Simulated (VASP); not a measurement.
Set up this calculation in VASP 6.6.1, as the native input.

* Task: single point
* Functional: PBE
* Potentials or basis: VASP PAW PBE potentials, release 64 (Na_pv, I)
* Cutoff: 520 eV
* k mesh: 8 × 8 × 8
* Occupations: fermi-dirac, width 0.02 eV
* Spin: no spin polarisation
* Dipole correction: no
* Further INCAR settings: ALGO = Normal; EDIFF = 1e-06; NBANDS = 14

The structure of NaI lies in POSCAR:

```
NaI
1.0
    0.0000000000      3.2296783870      3.2296783870
    3.2296783870      0.0000000000      3.2296783870
    3.2296783870      3.2296783870      0.0000000000
Na I
1 1
Direct
    0.0000000000      0.0000000000      0.0000000000
    0.5000000000      0.5000000000      0.5000000000
```

The input as run:

INCAR

```
SYSTEM = NaI
ALGO = Normal
EDIFF = 1E-6
ENCUT = 520
GGA = PE
ISIF = 2
ISMEAR = -1
LASPH = .TRUE.
LCHARG = .FALSE.
LREAL = .FALSE.
LWAVE = .FALSE.
NBANDS = 14
NELM = 100
PREC = Accurate
SIGMA = 0.02
```

KPOINTS

```
k-points
0
G
  8 8 8
  0 0 0
```

Potentials or basis: VASP PAW PBE potentials, release 64 (Na_pv, I).

The run is started by

```bash
$ cat potpaw_PBE.64/Na_pv/POTCAR potpaw_PBE.64/I/POTCAR > POTCAR
$ mpirun -np 1 vasp_std > vasp.out
```

Results of the run:

The pressure is 0.6 GPa. The band gap on the k mesh is 3.66 eV, direct.

Caveat: spin-orbit coupling is left out, which moves the levels of the heavy elements.

It took 39 s on 1 thread of Intel Xeon 8259CL, with other jobs on the host, peak memory 0.21 GiB.
